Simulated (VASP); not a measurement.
# ScAl2N3 (Pmmm) in VASP: single point with PBE

Aim: the single point of ScAl2N3 with PBE.

All numbers are computed with VASP 6.6.1; they aren't measurements. Logs are shortened: lines on timing, memory, paths and dates and some standing lists are left out, and cuts for length are marked.

**1. The cell of the first run**

The structure is orthorhombic, space group Pmmm (No. 47). Conventional cell: a = 3.709 Å, b = 4.816 Å, c = 5.345 Å, α = 90.00°, β = 90.00°, γ = 90.00°. Within 3.5 Å of Sc (site symmetry mmm) lie 2 Al at 2.67 Å and 12 N at 2.72 to 3.43 Å. Al (site symmetry mmm) has 2 N at 1.85 Å and 2 Al at 2.41 Å within 2.5 Å. Al (site symmetry mmm) has 2 Al at 2.41 Å and 8 N at 2.96 to 3.04 Å within 3.2 Å. Within 1.6 Å of N (site symmetry 2mm) lie 1 N at 1.18 Å. N (site symmetry mmm) has 2 Al at 1.85 Å within 2.5 Å.

**2. Single point, PBE**

INCAR

```
PREC = Accurate ; ENCUT = 600
EDIFF = 1E-6 ; ISMEAR = 0
SIGMA = 0.15 ; LREAL = F
LASPH = T ; NELM = 120
ALGO = Normal ; ISIF = 2
LWAVE = F ; LCHARG = F
GGA = PE ; NBANDS = 25
GGA_COMPAT = F
```

KPOINTS

```
regular mesh
0
Gamma
  3 3 2
```

POSCAR

```
ScAl2N3
1.0
    4.8158600791      0.0000000000      0.0000000000
    0.0000000000      3.7085008058      0.0000000000
    0.0000000000      0.0000000000      5.3445484758
Sc Al N
1 2 3
Direct
    0.0000000000      0.0000000000      0.0000000000
    0.0000000000      0.0000000000      0.5000000000
    0.5000000000      0.0000000000      0.5000000000
    0.5000000000      0.3403584174      0.0000000000
    0.5000000000      0.6596415826      0.0000000000
    0.0000000000      0.5000000000      0.5000000000
```

Potentials or basis: VASP PAW PBE potentials, release 64 (Sc_sv, Al, N).

Launch:

```bash
> cat potpaw_PBE.64/Sc_sv/POTCAR potpaw_PBE.64/Al/POTCAR potpaw_PBE.64/N/POTCAR > POTCAR
> mpirun -np 1 vasp_std > vasp.out
```

OUTCAR:

```text
PREC = Accurate
   ENCUT = 600
   EDIFF = 1E-6
   ISMEAR = 0
   LREAL = F
   LASPH = T
   NELM = 120
   ISIF = 2
   GGA = PE

 ion  position               nearest neighbor table
   1  0.000  0.000  0.000-   2 2.67   2 2.67
   2  0.000  0.000  0.500-   6 1.85   6 1.85   3 2.41   3 2.41   1 2.67   1 2.67
   3  0.500  0.000  0.500-   2 2.41   2 2.41
   4  0.500  0.340  0.000-   5 1.18
   5  0.500  0.660  0.000-   4 1.18
   6  0.000  0.500  0.500-   2 1.85   2 1.85

  LATTYP: Found a simple orthorhombic cell.
 ALAT       =     3.7085008058
 B/A-ratio  =     1.2986002515
 C/A-ratio  =     1.4411614708

  Lattice vectors:

 A1 = (   0.0000000000,  -3.7085008058,   0.0000000000)
 A2 = (   4.8158600791,   0.0000000000,   0.0000000000)
 A3 = (   0.0000000000,   0.0000000000,   5.3445484758)

Analysis of symmetry for initial positions (statically):
=====================================================================
 Subroutine PRICEL returns:
 Original cell was already a primitive cell.

 Routine SETGRP: Setting up the symmetry group for a
 simple orthorhombic supercell.

 Subroutine GETGRP returns: Found  8 space group operations
 (whereof  8 operations were pure point group operations)
 out of a pool of  8 trial point group operations.

The static configuration has the point symmetry D_2h.

Analysis of symmetry for dynamics (positions and initial velocities):
=====================================================================
 Subroutine PRICEL returns:
 Original cell was already a primitive cell.

 Routine SETGRP: Setting up the symmetry group for a
 simple orthorhombic supercell.

 Subroutine GETGRP returns: Found  8 space group operations
 (whereof  8 operations were pure point group operations)
 out of a pool of  8 trial point group operations.

The dynamic configuration has the point symmetry D_2h.

 Subroutine INISYM returns: Found  8 space group operations
 (whereof  8 operations are pure point group operations),
 and found     1 'primitive' translations

----------------------------------------------------------------------------------------

                                     Primitive cell

  volume of cell :      95.4516

  direct lattice vectors                    reciprocal lattice vectors
     4.815860079  0.000000000  0.000000000     0.207647229  0.000000000  0.000000000
     0.000000000  3.708500806  0.000000000     0.000000000  0.269650744  0.000000000
     0.000000000  0.000000000  5.344548476     0.000000000  0.000000000  0.187106545

  length of vectors
     4.815860079  3.708500806  5.344548476     0.207647229  0.269650744  0.187106545

  position of ions in fractional coordinates (direct lattice)
     0.000000000  0.000000000  0.000000000
     0.000000000  0.000000000  0.500000000
     0.500000000  0.000000000  0.500000000
     0.500000000  0.340358417  0.000000000
     0.500000000  0.659641583  0.000000000
     0.000000000  0.500000000  0.500000000

  ion indices of the primitive-cell ions
   primitive index   ion index
                 1           1
                 2           2
                 3           3
                 4           4
                 5           5
                 6           6

----------------------------------------------------------------------------------------

 KPOINTS: regular mesh

Automatic generation of k-mesh.
 Grid dimensions read from file:
 generate k-points for:    3    3    2

 Generating k-lattice:

  Cartesian coordinates                     Fractional coordinates (reciprocal lattice)
     0.069215743  0.000000000  0.000000000     0.333333333  0.000000000  0.000000000
     0.000000000  0.089883581  0.000000000     0.000000000  0.333333333  0.000000000
     0.000000000  0.000000000  0.093553273     0.000000000  0.000000000  0.500000000

  Length of vectors
     0.069215743  0.089883581  0.093553273

  Shift w.r.t. Gamma in fractional coordinates (k-lattice)
     0.000000000  0.000000000  0.000000000

 Subroutine IBZKPT returns following result:
 ===========================================

 Found      8 irreducible k-points:

 Following reciprocal coordinates:
            Coordinates               Weight
  0.000000  0.000000  0.000000      1.000000
  0.333333  0.000000  0.000000      2.000000
  0.000000  0.333333  0.000000      2.000000
  0.333333  0.333333  0.000000      4.000000
  0.000000  0.000000  0.500000      1.000000
  0.333333  0.000000  0.500000      2.000000
  0.000000  0.333333  0.500000      2.000000
  0.333333  0.333333  0.500000      4.000000
   k-points           NKPTS =      8   k-points in BZ     NKDIM =      8   number of bands    NBANDS=     25
   number of dos      NEDOS =    301   number of ions     NIONS =      6
   total plane-waves  NPLWV =  57600
   dimension x,y,z NGX =    40 NGY =   30 NGZ =   48
   dimension x,y,z NGXF=    80 NGYF=   60 NGZF=   96
   ions per type =               1   2   3
   NGX,Y,Z   is equivalent  to a cutoff of  13.81, 13.45, 14.93 a.u.
   NGXF,Y,Z  is equivalent  to a cutoff of  27.62, 26.90, 29.86 a.u.
 SYSTEM =  unknown system
   PREC   = accura    normal or accurate (medium, high low for compatibility)
   ISTART =      0    job   : 0-new  1-cont  2-samecut
   ICHARG =      2    charge: 1-file 2-atom 10-const
   ISPIN  =      1    spin polarized calculation?
   LNONCOLLINEAR =      F non collinear calculations
   LSORBIT =      F    spin-orbit coupling
   LASPH  =      T    aspherical Exc in radial PAW
   ENCUT  =  600.0 eV  44.10 Ry    6.64 a.u.   9.62  7.41 10.67*2*pi/ulx,y,z
   NELM   =    120;   NELMIN=  2; NELMDL= -5     # of ELM steps
   EDIFF  = 0.1E-05   stopping-criterion for ELM
   LREAL  =      F    real-space projection
   EDIFFG = 0.1E-04   stopping-criterion for IOM
   NSW    =      0    number of steps for IOM
   IBRION =     -1    ionic relax: 0-MD 1-quasi-New 2-CG
   NFREE  =      0    steps in history (QN), initial steepest desc. (CG)
   ISIF   =      2    stress and relaxation
   ISYM   =      2    0-nonsym 1-usesym 2-fastsym
   POTIM  = 0.5000    time-step for ionic-motion
   TEBEG  =    0.0;   TEEND  =   0.0 temperature during run
   PSTRESS=    0.0 pullay stress
   NELECT =      32.0000    total number of electrons
   NUPDOWN=      -1.0000    fix difference up-down
   EMIN   =  10.00;   EMAX   =-10.00  energy-range for DOS
   EFERMI =   0.00;   METHOD = LEGACY
   ISMEAR =     0;   SIGMA  =   0.15  broadening in eV -4-tet -1-fermi 0-gaus
   EFERMI_NEDOS =   21; number of points for ismear=-14 and -15
   IALGO  =     38    algorithm
   IMIX   =      4    mixing-type and parameters
     AMIX     =   0.40;   BMIX     =  1.00
     AMIX_MAG =   1.60;   BMIX_MAG =  1.00
  volume/ion in A,a.u.               =      15.91       107.36
  Fermi-wavevector in a.u.,A,eV,Ry     =   1.137270  2.149129 17.597557  1.293384
  Thomas-Fermi vector in A             =   2.273975
   LORBIT       =      0    0 simple, 1 ext, 2 COOP (PROOUT), +10 PAW based schemes
   GGA     = PE    functional components
   LHFCALC =     F    Hartree Fock is set to
   AEXX    =    0.0000 exact exchange contribution
   IVDW    =     0    specifies the selected vdW correction
   LEPSILON=     F    determine dielectric tensor
   LRPA    =     F    only Hartree local field effects (RPA)
 non-spin polarized calculation
 Gauss-broadening in eV      SIGMA  =   0.15
  energy-cutoff  :      600.00
  volume of cell :       95.45
 maximum number of plane-waves:      3225
 NGX is ok and might be reduce to    40
   NGX = 19   NGY = 15   NGZ = 21

 number of electron      31.9999998 magnetization

 Free energy of the ion-electron system (eV)
  ---------------------------------------------------
  ext. energy  EPLUGINS =         0.00000000
  ---------------------------------------------------
  free energy    TOTEN  =       -35.63737230 eV

  energy without entropy =      -35.56311863  energy(sigma->0) =      -35.60024547

 E-fermi :   4.5460     XC(G=0):  -9.5956

 val. band max:        4.4531976705   @ k =   0.3333   0.0000   0.0000
 cond. band min:       4.5537764248   @ k =   0.0000   0.3333   0.5000
 fundamental gap:      0.1005787543
 Fermi energy:         4.5460212180

 k-point     1 :       0.0000    0.0000    0.0000
  band No.  band energies     occupation
      1     -45.7612      2.00000
      2     -24.4314      2.00000
      3     -24.3826      2.00000
      4     -24.3482      2.00000
      5     -17.8935      2.00000
      6      -9.7095      2.00000
[... 17 lines left out ...]
     24       8.5828      0.00000
     25       9.2909      0.00000

 k-point     2 :       0.3333    0.0000    0.0000
  band No.  band energies     occupation
      1     -45.7611      2.00000
      2     -24.4310      2.00000
      3     -24.3894      2.00000
      4     -24.3480      2.00000
      5     -17.8762      2.00000
      6      -9.6683      2.00000
[... 17 lines left out ...]
     24       7.9474      0.00000
     25       8.9689      0.00000

 k-point     3 :       0.0000    0.3333    0.0000
  band No.  band energies     occupation
      1     -45.7585      2.00000
      2     -24.4735      2.00000
      3     -24.3780      2.00000
      4     -24.3442      2.00000
      5     -17.8182      2.00000
      6      -9.3261      2.00000
[... 17 lines left out ...]
     24       7.3225      0.00000
     25       7.5179      0.00000

 k-point     4 :       0.3333    0.3333    0.0000
  band No.  band energies     occupation
      1     -45.7584      2.00000
      2     -24.4721      2.00000
      3     -24.3827      2.00000
      4     -24.3440      2.00000
      5     -17.8185      2.00000
      6      -9.3019      2.00000
[... 17 lines left out ...]
     24       7.3686      0.00000
     25       8.5276      0.00000

 k-point     5 :       0.0000    0.0000    0.5000
  band No.  band energies     occupation
      1     -45.7611      2.00000
      2     -24.4313      2.00000
      3     -24.3826      2.00000
      4     -24.3511      2.00000
      5     -17.8913      2.00000
      6      -9.6793      2.00000
[... 17 lines left out ...]
     24       8.5833      0.00000
     25       9.0275      0.00000

 k-point     6 :       0.3333    0.0000    0.5000
  band No.  band energies     occupation
      1     -45.7610      2.00000
      2     -24.4310      2.00000
      3     -24.3893      2.00000
      4     -24.3509      2.00000
      5     -17.8743      2.00000
      6      -9.6269      2.00000
[... 17 lines left out ...]
     24       7.5505      0.00000
     25       9.0639      0.00000

 k-point     7 :       0.0000    0.3333    0.5000
  band No.  band energies     occupation
      1     -45.7584      2.00000
      2     -24.4734      2.00000
      3     -24.3780      2.00000
      4     -24.3469      2.00000
      5     -17.8168      2.00000
      6      -9.3257      2.00000
[... 17 lines left out ...]
     24       7.0953      0.00000
     25       8.5691      0.00000

 k-point     8 :       0.3333    0.3333    0.5000
  band No.  band energies     occupation
      1     -45.7583      2.00000
      2     -24.4720      2.00000
      3     -24.3827      2.00000
      4     -24.3466      2.00000
      5     -17.8173      2.00000
      6      -9.2938      2.00000
[... 17 lines left out ...]
     24       7.3248      0.00000
     25       9.0228      0.00000

------------------------ aborting loop because EDIFF is reached ----------------------------------------

  FORCE on cell =-STRESS in cart. coord.  units (eV):
  Direction    XX          YY          ZZ          XY          YZ          ZX
  --------------------------------------------------------------------------------------
  -------------------------------------------------------------------------------------
  Total       -0.1123260      0.1728697     -0.0463989      0.0000000      0.0000000      0.0000000
  in kB       -1.8854185      2.9016577     -0.7788161      0.0000000      0.0000000      0.0000000
  external PRESSURE =       0.0791410 kB  Pullay stress =       0.0000000 kB

 VOLUME and BASIS-vectors are now :
 -----------------------------------------------------------------------------
  energy-cutoff  :      600.00
  volume of cell :       95.45
      direct lattice vectors                 reciprocal lattice vectors
     4.815860079  0.000000000  0.000000000     0.207647229  0.000000000  0.000000000
     0.000000000  3.708500806  0.000000000     0.000000000  0.269650744  0.000000000
     0.000000000  0.000000000  5.344548476     0.000000000  0.000000000  0.187106545

 POSITION                                       TOTAL-FORCE (eV/Angst)
 -----------------------------------------------------------------------------------
      0.00000      0.00000      0.00000         0.000000     -0.000000      0.000000
      0.00000      0.00000      2.67227         0.000000     -0.000000      0.000000
      2.40793      0.00000      2.67227         0.000000     -0.000000      0.000000
      2.40793      1.26222      0.00000        -0.000000     -0.438620      0.000000
      2.40793      2.44628      0.00000         0.000000      0.438620     -0.000000
      0.00000      1.85425      2.67227         0.000000     -0.000000      0.000000
 -----------------------------------------------------------------------------------
    total drift:                                0.000000      0.000000     -0.000000

  FREE ENERGIE OF THE ION-ELECTRON SYSTEM (eV)
  ---------------------------------------------------
  free  energy   TOTEN  =       -35.6373723038 eV

  energy  without entropy=      -35.5631186322  energy(sigma->0) =      -35.60024547
```

It took 18 s on 1 thread of AMD EPYC 9R45 (Zen 5), shared host; peak memory 0.2 GiB.

Results:

```
Free energy            : -35.6374 eV
Pressure               : 0.0 GPa
Largest force          : 0.439 eV/Å
Band gap on the k mesh : zero (band 16 reaches 4.79 eV, above the bottom of band 17 at 4.44 eV)
```

Forces in eV/Å, atoms in the order of the input:
```
Sc   0.000  0.000  0.000
Al   0.000  0.000  0.000
Al   0.000  0.000  0.000
N    0.000 -0.439  0.000
N    0.000  0.439  0.000
N    0.000  0.000  0.000
```

Caveat: the k points lie up to 0.59 Å⁻¹ apart; the standard files for N, O and F lose accuracy on very short bonds.
